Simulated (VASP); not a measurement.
# GaCuSe2 (I-42d) in VASP: electric field gradients with PBE

Aim: the electric field gradients of GaCuSe2 with PBE.

All numbers are computed with VASP 6.6.1; they aren't measurements. Logs are shortened: lines on timing, memory, paths and dates and some standing lists are left out, and cuts for length are marked.

## 1. The cell of the first run

Symmetry: I-42d, No. 122, tetragonal system. Conventional cell: a = 5.619 Å, b = 5.619 Å, c = 11.026 Å, α = 90.00°, β = 90.00°, γ = 90.00°. Ga (site symmetry -4) has 4 Se at 2.42 Å within 3.2 Å. Cu (site symmetry -4) has 4 Se at 2.42 Å within 3.2 Å. Se (site symmetry 2) has 2 Ga at 2.42 Å and 2 Cu at 2.42 Å within 3.2 Å.

## 2. Electric field gradients, PBE

File INCAR:

```
ALGO = Normal ; EDIFF = 1E-8
ENCUT = 520 ; GGA = PE
ISIF = 2 ; ISMEAR = -1
LASPH = True ; LCHARG = False
LEFG = True ; LREAL = False
LWAVE = False ; NBANDS = 46
NELM = 80 ; PREC = Accurate
SIGMA = 0.02
```

File KPOINTS:

```
k-points
0
Gamma
  7 7 7
```

File POSCAR:

```
GaCuSe2
1.0
   -2.8095500000      2.8095500000      5.5130000000
    2.8095500000     -2.8095500000      5.5130000000
    2.8095500000      2.8095500000     -5.5130000000
Ga Cu Se
2 2 4
Direct
    0.5000000000      0.5000000000      0.0000000000
    0.2500000000      0.7500000000      0.5000000000
    0.0000000000      0.0000000000      0.0000000000
    0.7500000000      0.2500000000      0.5000000000
    0.3750000000      0.3756200000      0.5006200000
    0.6243800000      0.1250000000      0.9993800000
    0.8750000000      0.8743800000      0.4993800000
    0.1256200000      0.6250000000      0.0006200000
```

Potentials or basis: VASP PAW PBE potentials, release 64 (Ga_d, Cu, Se).

Started as:

```console
$ cat potpaw_PBE.64/Ga_d/POTCAR potpaw_PBE.64/Cu/POTCAR potpaw_PBE.64/Se/POTCAR > POTCAR
$ mpirun -np 1 vasp_std > vasp.out
```

OUTCAR:

```text
EDIFF = 1E-8
   ENCUT = 520
   GGA = PE
   ISIF = 2
   ISMEAR = -1
   LASPH = True
   LREAL = False
   NELM = 80
   PREC = Accurate

 ion  position               nearest neighbor table
   1  0.500  0.500  0.000-   7 2.42   8 2.42   5 2.42   6 2.42
   2  0.250  0.750  0.500-   5 2.42   6 2.42   8 2.42   7 2.42
   3  0.000  0.000  0.000-   6 2.42   8 2.42   7 2.42   5 2.42
   4  0.750  0.250  0.500-   5 2.42   7 2.42   6 2.42   8 2.42
   5  0.375  0.376  0.501-   2 2.42   1 2.42   4 2.42   3 2.42
   6  0.624  0.125  0.999-   2 2.42   1 2.42   4 2.42   3 2.42
   7  0.875  0.874  0.499-   1 2.42   2 2.42   3 2.42   4 2.42
   8  0.126  0.625  0.001-   1 2.42   2 2.42   3 2.42   4 2.42

  LATTYP: Found a body centered tetragonal cell.
 ALAT       =     5.6191000000
 C/A-ratio  =     1.9622359453

  Lattice vectors:

 A1 = (  -2.8095500000,   2.8095500000,   5.5130000000)
 A2 = (   2.8095500000,  -2.8095500000,   5.5130000000)
 A3 = (   2.8095500000,   2.8095500000,  -5.5130000000)

Analysis of symmetry for initial positions (statically):
=====================================================================
 Subroutine PRICEL returns:
 Original cell was already a primitive cell.

 Routine SETGRP: Setting up the symmetry group for a
 body centered tetragonal supercell.

 Subroutine GETGRP returns: Found  8 space group operations
 (whereof  4 operations were pure point group operations)
 out of a pool of 16 trial point group operations.

The static configuration has the point symmetry S_4 .
 The point group associated with its full space group is D_2d.

Analysis of symmetry for dynamics (positions and initial velocities):
=====================================================================
 Subroutine PRICEL returns:
 Original cell was already a primitive cell.

 Routine SETGRP: Setting up the symmetry group for a
 body centered tetragonal supercell.

 Subroutine GETGRP returns: Found  8 space group operations
 (whereof  4 operations were pure point group operations)
 out of a pool of 16 trial point group operations.

[... 170 lines left out ...]
      1     -11.5464      2.00000
      2     -11.5464      2.00000
      3     -11.5459      2.00000
      4     -11.3888      2.00000
      5     -11.3740      2.00000
      6     -11.3740      2.00000
[... 1165 lines left out ...]
     45       9.5487      0.00000
     46       9.7153      0.00000

 [... further k-points ...]
[... 5 lines left out ...]
  --------------------------------------------------------------------------------------
  -------------------------------------------------------------------------------------
  Total        3.2463288      3.2463288      3.4189342      0.0000000      0.0000000      0.0000000
  in kB       29.8800678     29.8800678     31.4687729      0.0000000      0.0000000      0.0000000
  external PRESSURE =      30.4096362 kB  Pullay stress =       0.0000000 kB

 VOLUME and BASIS-vectors are now :
 -----------------------------------------------------------------------------
  energy-cutoff  :      520.00
  volume of cell :      174.07
      direct lattice vectors                 reciprocal lattice vectors
    -2.809550000  2.809550000  5.513000000     0.000000000  0.177964443  0.090694722
     2.809550000 -2.809550000  5.513000000     0.177964443  0.000000000  0.090694722
     2.809550000  2.809550000 -5.513000000     0.177964443  0.177964443  0.000000000

 POSITION                                       TOTAL-FORCE (eV/Angst)
 -----------------------------------------------------------------------------------
      0.00000      0.00000      5.51300         0.000000     -0.000000      0.000000
      2.80955     -0.00000      2.75650        -0.000000      0.000000     -0.000000
      0.00000      0.00000      0.00000         0.000000     -0.000000      0.000000
     -0.00000      2.80955      2.75650         0.000000      0.000000      0.000000
      1.40826      1.40478      1.37825        -0.379875      0.000000      0.000000
      1.40477      4.21084     -1.37825         0.000000      0.379875     -0.000000
      1.40129      1.40477      6.89125         0.379875      0.000000     -0.000000
      1.40478     -1.40129      4.13475         0.000000     -0.379875      0.000000
 -----------------------------------------------------------------------------------
    total drift:                               -0.000001     -0.000001     -0.000004

  FREE ENERGIE OF THE ION-ELECTRON SYSTEM (eV)
  ---------------------------------------------------
  free  energy   TOTEN  =       -31.0326108258 eV

  energy  without entropy=      -31.0326076913  energy(sigma->0) =      -31.03260926

 Electric field gradients (V/A^2)
---------------------------------------------------------------------
 ion       V_xx      V_yy      V_zz      V_xy      V_xz      V_yz
---------------------------------------------------------------------
   1       0.671     0.671    -1.343    -0.003    -0.002    -0.002
   2       0.671     0.671    -1.343    -0.003    -0.002    -0.002
   3      -4.033    -4.033     8.066     0.002     0.000     0.000
   4      -4.033    -4.033     8.066     0.002     0.000     0.000
   5      18.251   -11.244    -7.007     0.000     0.000  -147.480
   6     -11.244    18.251    -7.007     0.000   147.480     0.000
   7      18.251   -11.244    -7.007     0.000     0.000   147.480
   8     -11.244    18.251    -7.007     0.000  -147.480     0.000
---------------------------------------------------------------------

 Electric field gradients after diagonalization (V/A^2)
 (convention: |V_zz| > |V_xx| > |V_yy|)
----------------------------------------------------------------------
 ion       V_xx      V_yy      V_zz     asymmetry (V_yy - V_xx)/ V_zz
----------------------------------------------------------------------
   1       0.675     0.668    -1.343       0.005
   2       0.675     0.668    -1.343       0.005
   3      -4.034    -4.031     8.066       0.000
   4      -4.034    -4.031     8.066       0.000
   5     138.370    18.251  -156.621       0.767
   6     138.370    18.251  -156.621       0.767
   7     138.370    18.251  -156.621       0.767
   8     138.370    18.251  -156.621       0.767
----------------------------------------------------------------------

           NMR quadrupolar parameters

 Cq : quadrupolar parameter    Cq=e*Q*V_zz/h
 eta: asymmetry parameters     (V_yy - V_xx)/ V_zz
 Q  : nuclear electric quadrupole moment in mb (millibarn)
----------------------------------------------------------------------
 ion       Cq(MHz)       eta       Q (mb)
----------------------------------------------------------------------
   1      -0.003       0.005       1.000
   2      -0.003       0.005       1.000
   3       0.020       0.000       1.000
   4       0.020       0.000       1.000
   5      -0.379       0.767       1.000
   6      -0.379       0.767       1.000
   7      -0.379       0.767       1.000
   8      -0.379       0.767       1.000
----------------------------------------------------------------------
```

stdout:

```text
POSCAR found type information on POSCAR GaCuSe
 POSCAR found :  3 types and       8 ions
 scaLAPACK will be used
 LDA part: xc-table for (Slater+PW92), standard interpolation
 POSCAR, INCAR and KPOINTS ok, starting setup
 FFT: planning ... GRIDC
 FFT: planning ... GRID_SOFT
 FFT: planning ... GRID
 WAVECAR not read
 entering main loop
ion   1

ion   2

ion   3

ion   4

ion   5

ion   6

ion   7

ion   8
```

Wall time 27 min (1 thread of AMD EPYC 7R13, shared host); peak memory 0.56 GiB.

What came out:

| Quantity | Value |
| --- | --- |
| Free energy | -31.0326 eV |
| Pressure | 3.0 GPa |
| Largest force | 0.380 eV/Å |
| Band gap on the k mesh | 0.25 eV, direct |

Forces on the atoms (eV/Å):
```
Ga   0.000  0.000  0.000
Ga   0.000  0.000  0.000
Cu   0.000  0.000  0.000
Cu   0.000  0.000  0.000
Se  -0.380  0.000  0.000
Se   0.000  0.380  0.000
Se   0.380  0.000  0.000
Se   0.000 -0.380  0.000
```

Electric field gradients, principal values (V/Å²):
| atom | least | middle | greatest (by size) |
| --- | --- | --- | --- |
| 1 Ga | 0.668 | 0.675 | -1.343 |
| 2 Ga | 0.668 | 0.675 | -1.343 |
| 3 Cu | -4.031 | -4.034 | 8.066 |
| 4 Cu | -4.031 | -4.034 | 8.066 |
| 5 Se | 18.251 | 138.370 | -156.621 |
| 6 Se | 18.251 | 138.370 | -156.621 |
| 7 Se | 18.251 | 138.370 | -156.621 |
| 8 Se | 18.251 | 138.370 | -156.621 |

Caveat: without QUAD_EFG the Cq values of the log hold for a quadrupole moment of 1 mb, not for the nuclei.
